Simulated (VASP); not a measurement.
# SbP5 (Cmmm) in VASP: notebook

Runs on SbP5. Level: PBE. Tasks: single point, relaxation of cell and atoms.

Everything below comes from runs of VASP 6.6.1. Logs are shortened: lines on timing, memory, paths and dates and some standing lists are left out, and cuts for length are marked.

## 1. The cell of the first run

It takes space group Cmmm (No. 65, orthorhombic). Conventional cell: a = 4.537 Å, b = 7.418 Å, c = 6.819 Å, α = 90.00°, β = 90.00°, γ = 90.00°. Sb (site symmetry mmm) has 10 P at 2.90 to 3.41 Å within 3.8 Å. Within 3.5 Å of P (site symmetry mmm) lie 8 P at 2.63 Å and 2 Sb at 3.41 Å. Within 3.0 Å of P (site symmetry 2) lie 5 P at 2.27 to 2.97 Å and 2 Sb at 2.90 Å.

The cell was built from a structure type or drawn by symmetry, and may not be a known phase.

## 2. Single point, PBE

File INCAR:

```
SYSTEM = SbP5
PREC = Accurate ; ENCUT = 520
EDIFF = 1E-6 ; ISMEAR = 0
SIGMA = 0.1 ; LREAL = .FALSE.
LASPH = .TRUE. ; NELM = 100
ALGO = Normal ; ISIF = 2
LWAVE = .FALSE. ; LCHARG = .FALSE.
GGA = PE ; NBANDS = 24
```

File KPOINTS:

```
Automatic mesh
0
G
  4 4 4
  0 0 0
```

File POSCAR:

```
SbP5
1.0
    2.2683092142     -3.7091398454      0.0000000000
    2.2683092142      3.7091398454      0.0000000000
    0.0000000000      0.0000000000      6.8192730216
Sb P
1 5
Direct
    0.0000000000      0.0000000000      0.5000000000
    0.0000000000      0.0000000000      0.0000000000
    0.0000000000      0.5000000000      0.2179787601
    0.5000000000      0.0000000000      0.7820212399
    0.0000000000      0.5000000000      0.7820212399
    0.5000000000      0.0000000000      0.2179787601
```

Potentials or basis: VASP PAW PBE potentials, release 64 (Sb, P).

On the command line:

```console
$ cat potpaw_PBE.64/Sb/POTCAR potpaw_PBE.64/P/POTCAR > POTCAR
$ mpirun -np 1 vasp_std > vasp.out
```

OUTCAR:

```text
SYSTEM = SbP5
   PREC = Accurate
   ENCUT = 520
   EDIFF = 1E-6
   ISMEAR = 0
   LREAL = .FALSE.
   LASPH = .TRUE.
   NELM = 100
   ISIF = 2
   GGA = PE

 ion  position               nearest neighbor table
   1  0.000  0.000  0.500-   3 2.90   4 2.90   5 2.90   6 2.90   3 2.90   5 2.90   4 2.90   6 2.90

   2  0.000  0.000  0.000-   3 2.63   4 2.63   5 2.63   6 2.63   3 2.63   5 2.63   4 2.63   6 2.63

   3  0.000  0.500  0.218-   6 2.27   6 2.27   2 2.63   2 2.63   1 2.90   1 2.90
   4  0.500  0.000  0.782-   5 2.27   5 2.27   2 2.63   2 2.63   1 2.90   1 2.90
   5  0.000  0.500  0.782-   4 2.27   4 2.27   2 2.63   2 2.63   1 2.90   1 2.90
   6  0.500  0.000  0.218-   3 2.27   3 2.27   2 2.63   2 2.63   1 2.90   1 2.90

  LATTYP: Found a base centered orthorhombic cell.
 ALAT       =     4.5366184284
 B/A-ratio  =     1.6352002726
 C/A-ratio  =     1.5031621304

  Lattice vectors:

 A1 = (   2.2683092142,  -3.7091398454,   0.0000000000)
 A2 = (   2.2683092142,   3.7091398454,   0.0000000000)
 A3 = (   0.0000000000,   0.0000000000,   6.8192730216)

Analysis of symmetry for initial positions (statically):
=====================================================================
 Subroutine PRICEL returns:
 Original cell was already a primitive cell.

 Routine SETGRP: Setting up the symmetry group for a
 base centered orthorhombic supercell.

 Subroutine GETGRP returns: Found  8 space group operations
 (whereof  8 operations were pure point group operations)
 out of a pool of  8 trial point group operations.

The static configuration has the point symmetry D_2h.

Analysis of symmetry for dynamics (positions and initial velocities):
=====================================================================
 Subroutine PRICEL returns:
 Original cell was already a primitive cell.

 Routine SETGRP: Setting up the symmetry group for a
 base centered orthorhombic supercell.

 Subroutine GETGRP returns: Found  8 space group operations
 (whereof  8 operations were pure point group operations)
 out of a pool of  8 trial point group operations.

The dynamic configuration has the point symmetry D_2h.

 Subroutine INISYM returns: Found  8 space group operations
 (whereof  8 operations are pure point group operations),
 and found     1 'primitive' translations

----------------------------------------------------------------------------------------

                                     Primitive cell

  volume of cell :     114.7476

  direct lattice vectors                    reciprocal lattice vectors
     2.268309214 -3.709139845  0.000000000     0.220428501 -0.134802143  0.000000000
     2.268309214  3.709139845  0.000000000     0.220428501  0.134802143  0.000000000
     0.000000000  0.000000000  6.819273022     0.000000000  0.000000000  0.146643197

  length of vectors
     4.347751727  4.347751727  6.819273022     0.258380227  0.258380227  0.146643197

  position of ions in fractional coordinates (direct lattice)
     0.000000000  0.000000000  0.500000000
     0.000000000  0.000000000  0.000000000
     0.000000000  0.500000000  0.217978760
     0.500000000  0.000000000  0.782021240
     0.000000000  0.500000000  0.782021240
     0.500000000  0.000000000  0.217978760

  ion indices of the primitive-cell ions
   primitive index   ion index
                 1           1
                 2           2
                 3           3
                 4           4
                 5           5
                 6           6

----------------------------------------------------------------------------------------

 KPOINTS: Automatic mesh

Automatic generation of k-mesh.
 Grid dimensions read from file:
 generate k-points for:    4    4    4

 Generating k-lattice:

  Cartesian coordinates                     Fractional coordinates (reciprocal lattice)
     0.055107125 -0.033700536  0.000000000     0.250000000  0.000000000  0.000000000
     0.055107125  0.033700536  0.000000000     0.000000000  0.250000000  0.000000000
     0.000000000  0.000000000  0.036660799     0.000000000  0.000000000  0.250000000

  Length of vectors
     0.064595057  0.064595057  0.036660799

  Shift w.r.t. Gamma in fractional coordinates (k-lattice)
     0.000000000  0.000000000  0.000000000

 Subroutine IBZKPT returns following result:
 ===========================================

 Found     21 irreducible k-points:

 Following reciprocal coordinates:
            Coordinates               Weight
  0.000000  0.000000  0.000000      1.000000
  0.250000  0.000000  0.000000      4.000000
  0.500000  0.000000  0.000000      2.000000
  0.250000  0.250000  0.000000      2.000000
  0.500000  0.250000  0.000000      4.000000
 -0.250000  0.250000  0.000000      2.000000
[... 13 lines left out ...]
 -0.250000  0.250000  0.500000      2.000000
  0.500000  0.500000  0.500000      1.000000
   k-points           NKPTS =     21   k-points in BZ     NKDIM =     21   number of bands    NBANDS=     24
   number of dos      NEDOS =    301   number of ions     NIONS =      6
   total plane-waves  NPLWV =  55296
   dimension x,y,z NGX =    32 NGY =   32 NGZ =   54
   dimension x,y,z NGXF=    64 NGYF=   64 NGZF=  108
   ions per type =               1   5
   NGX,Y,Z   is equivalent  to a cutoff of  12.24, 12.24, 13.16 a.u.
   NGXF,Y,Z  is equivalent  to a cutoff of  24.47, 24.47, 26.33 a.u.
 SYSTEM =  SbP5
   PREC   = accura    normal or accurate (medium, high low for compatibility)
   ISTART =      0    job   : 0-new  1-cont  2-samecut
   ICHARG =      2    charge: 1-file 2-atom 10-const
   ISPIN  =      1    spin polarized calculation?
   LNONCOLLINEAR =      F non collinear calculations
   LSORBIT =      F    spin-orbit coupling
   LASPH  =      T    aspherical Exc in radial PAW
   ENCUT  =  520.0 eV  38.22 Ry    6.18 a.u.   8.08  8.08 12.68*2*pi/ulx,y,z
   NELM   =    100;   NELMIN=  2; NELMDL= -5     # of ELM steps
   EDIFF  = 0.1E-05   stopping-criterion for ELM
   LREAL  =      F    real-space projection
   EDIFFG = 0.1E-04   stopping-criterion for IOM
   NSW    =      0    number of steps for IOM
   IBRION =     -1    ionic relax: 0-MD 1-quasi-New 2-CG
   NFREE  =      0    steps in history (QN), initial steepest desc. (CG)
   ISIF   =      2    stress and relaxation
   ISYM   =      2    0-nonsym 1-usesym 2-fastsym
   POTIM  = 0.5000    time-step for ionic-motion
   TEBEG  =    0.0;   TEEND  =   0.0 temperature during run
   PSTRESS=    0.0 pullay stress
   NELECT =      30.0000    total number of electrons
   NUPDOWN=      -1.0000    fix difference up-down
   EMIN   =  10.00;   EMAX   =-10.00  energy-range for DOS
   EFERMI =   0.00;   METHOD = LEGACY
   ISMEAR =     0;   SIGMA  =   0.10  broadening in eV -4-tet -1-fermi 0-gaus
   EFERMI_NEDOS =   21; number of points for ismear=-14 and -15
   IALGO  =     38    algorithm
   IMIX   =      4    mixing-type and parameters
     AMIX     =   0.40;   BMIX     =  1.00
     AMIX_MAG =   1.60;   BMIX_MAG =  1.00
  volume/ion in A,a.u.               =      19.12       129.06
  Fermi-wavevector in a.u.,A,eV,Ry     =   1.046809  1.978182 14.909385  1.095809
  Thomas-Fermi vector in A             =   2.181663
   LORBIT       =      0    0 simple, 1 ext, 2 COOP (PROOUT), +10 PAW based schemes
   GGA     = PE    functional components
   LHFCALC =     F    Hartree Fock is set to
   AEXX    =    0.0000 exact exchange contribution
   IVDW    =     0    specifies the selected vdW correction
   LEPSILON=     F    determine dielectric tensor
   LRPA    =     F    only Hartree local field effects (RPA)
 non-spin polarized calculation
 Gauss-broadening in eV      SIGMA  =   0.10
  energy-cutoff  :      520.00
  volume of cell :      114.75
 maximum number of plane-waves:      3130
   NGX = 17   NGY = 17   NGZ = 25

 number of electron      30.0000005 magnetization

 Free energy of the ion-electron system (eV)
  ---------------------------------------------------
  ext. energy  EPLUGINS =         0.00000000
  ---------------------------------------------------
  free energy    TOTEN  =       -28.03324337 eV

  energy without entropy =      -28.02166022  energy(sigma->0) =      -28.02745180

 E-fermi :   7.5748     XC(G=0): -10.2396

 val. band max:        7.5363852164   @ k =   0.5000   0.2500   0.0000
 cond. band min:       7.6426880280   @ k =   0.5000   0.2500   0.0000
 fundamental gap:      0.1063028116
 Fermi energy:         7.5748244083

 k-point     1 :       0.0000    0.0000    0.0000
  band No.  band energies     occupation
      1      -7.8869      2.00000
      2      -5.8609      2.00000
      3      -3.1746      2.00000
      4      -0.1322      2.00000
      5       0.1383      2.00000
      6       0.2606      2.00000
[... 16 lines left out ...]
     23      12.1904      0.00000
     24      12.3062      0.00000

 k-point     2 :       0.2500    0.0000    0.0000
  band No.  band energies     occupation
      1      -7.3792      2.00000
      2      -5.3485      2.00000
      3      -3.1332      2.00000
      4      -2.7492      2.00000
      5      -1.4638      2.00000
      6      -0.3513      2.00000
[... 16 lines left out ...]
     23      11.7970      0.00000
     24      12.3577      0.00000

 k-point     3 :       0.5000    0.0000    0.0000
  band No.  band energies     occupation
      1      -6.3289      2.00000
      2      -5.0626      2.00000
      3      -4.0514      2.00000
      4      -3.6070      2.00000
      5      -2.2984      2.00000
      6      -0.6791      2.00000
[... 16 lines left out ...]
     23      11.7936      0.00000
     24      12.4768      0.00000
[... 433 lines left out ...]
 k-point    20 :      -0.2500    0.2500    0.5000
  band No.  band energies     occupation
      1      -7.1236      2.00000
      2      -6.1501      2.00000
      3      -2.7666      2.00000
      4      -1.6509      2.00000
      5      -0.2149      2.00000
      6       0.4915      2.00000
[... 16 lines left out ...]
     23      12.4765      0.00000
     24      12.6477      0.00000

 k-point    21 :       0.5000    0.5000    0.5000
  band No.  band energies     occupation
      1      -6.2754      2.00000
      2      -5.4566      2.00000
      3      -4.2851      2.00000
      4      -2.7985      2.00000
      5      -0.6399      2.00000
      6       0.4018      2.00000
[... 16 lines left out ...]
     23      11.6598      0.00000
     24      12.1689      0.00000

------------------------ aborting loop because EDIFF is reached ----------------------------------------

  FORCE on cell =-STRESS in cart. coord.  units (eV):
  Direction    XX          YY          ZZ          XY          YZ          ZX
  --------------------------------------------------------------------------------------
  -------------------------------------------------------------------------------------
  Total       -0.3679386      0.1350733     -0.0026217      0.0000000      0.0000000      0.0000000
  in kB       -5.1373877      1.8859774     -0.0366062      0.0000000      0.0000000      0.0000000
  external PRESSURE =      -1.0960055 kB  Pullay stress =       0.0000000 kB

 VOLUME and BASIS-vectors are now :
 -----------------------------------------------------------------------------
  energy-cutoff  :      520.00
  volume of cell :      114.75
      direct lattice vectors                 reciprocal lattice vectors
     2.268309214 -3.709139845  0.000000000     0.220428501 -0.134802143  0.000000000
     2.268309214  3.709139845  0.000000000     0.220428501  0.134802143  0.000000000
     0.000000000  0.000000000  6.819273022     0.000000000  0.000000000  0.146643197

 POSITION                                       TOTAL-FORCE (eV/Angst)
 -----------------------------------------------------------------------------------
      0.00000      0.00000      3.40964         0.000000      0.000000      0.000000
      0.00000      0.00000      0.00000         0.000000      0.000000      0.000000
      1.13415      1.85457      1.48646        -0.000000     -0.000000     -0.001500
      1.13415     -1.85457      5.33282        -0.000000      0.000000      0.001500
      1.13415      1.85457      5.33282         0.000000     -0.000000      0.001500
      1.13415     -1.85457      1.48646        -0.000000      0.000000     -0.001500
 -----------------------------------------------------------------------------------
    total drift:                               -0.000000     -0.000000     -0.000000

  FREE ENERGIE OF THE ION-ELECTRON SYSTEM (eV)
  ---------------------------------------------------
  free  energy   TOTEN  =       -28.0332433737 eV

  energy  without entropy=      -28.0216602242  energy(sigma->0) =      -28.02745180
```

It took 24 s on 1 thread of AMD EPYC 9R45 (Zen 5), shared host; peak memory 0.21 GiB.

What came out:

```
Free energy            : -28.0332 eV
Pressure               : -0.1 GPa
Band gap on the k mesh : zero (bands 15 and 16 overlap by 2.21 eV)
```

Caveat: the k points lie up to 0.41 Å⁻¹ apart, too coarse for converged energies and pressures of a metal; spin-orbit coupling is left out, which moves the levels of the heavy elements.

## 3. Relaxation of cell and atoms, PBE

This run uses another cell than the first one, of 26.62 Å³/atom.

File INCAR:

```
SYSTEM = SbP5
PREC = Accurate ; ENCUT = 600
EDIFF = 1E-6 ; ISMEAR = 0
SIGMA = 0.1 ; LREAL = .False.
LASPH = .True. ; NELM = 60
ALGO = Normal ; ISIF = 3
LWAVE = .False. ; LCHARG = .False.
GGA = PE ; IBRION = 2
NSW = 90 ; EDIFFG = -0.04
```

File KPOINTS:

```
Automatic mesh
0
Gamma
  4 4 2
  0 0 0
```

File POSCAR:

```
SbP5
1.0
    2.8007713400     -3.6225090500      0.0000000000
    2.8007713400      3.6225090500      0.0000000000
    0.0000000000      0.0000000000      7.8705584000
Sb P
1 5
Direct
    0.0000000000      0.0000000000      0.5000000000
    0.0000000000      0.0000000000      0.0000000000
    0.0000000000      0.5000000000      0.2881429900
    0.5000000000      0.0000000000      0.7118570100
    0.0000000000      0.5000000000      0.7118570100
    0.5000000000      0.0000000000      0.2881429900
```

Potentials or basis: VASP PAW PBE potentials, release 64 (Sb, P).

On the command line:

```console
$ cat potpaw_PBE.64/Sb/POTCAR potpaw_PBE.64/P/POTCAR > POTCAR
$ mpirun -np 1 vasp_std > vasp.out
```

Run time: 5.7 min. Hardware: 1 thread of AMD EPYC 9R45 (Zen 5), shared host; peak memory 0.32 GiB.

Results (log left out):

| Quantity | Value |
| --- | --- |
| Free energy | -28.0909 eV |
| Relaxed volume | 19.06 Å³/atom |
| Relaxed cell | a = 4.211 Å, b = 4.211 Å, c = 7.092 Å, α = 90.00°, β = 90.00°, γ = 114.61° |
| Space group after relaxing (to 0.1 Å) | Cmmm (No. 65) |
| Pressure after relaxing | -0.1 GPa |
| Largest force after relaxing | 0.039 eV/Å |
| Band gap on the k mesh | zero (bands 15 and 16 overlap by 2.53 eV) |

Forces on the atoms (eV/Å):
```
Sb   0.000  0.000  0.000
P    0.000  0.000  0.000
P    0.000  0.000 -0.039
P    0.000  0.000  0.039
P    0.000  0.000  0.039
P    0.000  0.000 -0.039
```

Stress tensor (GPa, compression positive):
```
-0.28  0.00  0.00
 0.00  0.05  0.00
 0.00  0.00  0.04
```

Final structure:
```xyz
6
Lattice="2.2747 -3.5437 0.0000 2.2747 3.5437 0.0000 0.0000 0.0000 7.0919" Properties=species:S:1:pos:R:3 pbc="T T T"
Sb    0.0000    0.0000    3.5459
P     0.0000    0.0000    0.0000
P     1.1373    1.7719    1.5533
P     1.1373   -1.7719    5.5386
P     1.1373    1.7719    5.5386
P     3.4120    1.7719    1.5533
```

Levels at points of the mesh, in eV from the Fermi level:
```csv
k point,band 13,band 14,band 15,band 16,band 17,band 18
"(0.00, 0.00, 0.00)",-1.44,-1.40,-1.31,-0.79,-0.68,-0.30
"(0.50, 0.00, 0.00)",-1.20,-0.61,-0.37,0.06,0.65,1.50
"(0.50, 0.50, 0.00)",-0.44,-0.30,-0.13,1.65,2.01,2.13
"(0.00, 0.00, 0.50)",-2.50,-2.07,-0.01,0.96,1.16,1.63
"(0.50, 0.00, 0.50)",-0.08,0.59,0.61,0.79,1.19,1.49
"(0.50, 0.50, 0.50)",-1.74,-0.90,1.72,2.46,2.80,3.39
```

Caveat: the k points lie up to 0.44 Å⁻¹ apart in the final cell, too coarse for converged energies and pressures of a metal; the volume moved by over 15 % at a fixed basis, so the end points are rough; spin-orbit coupling is left out, which moves the levels of the heavy elements.

[end of part 1 of 2]
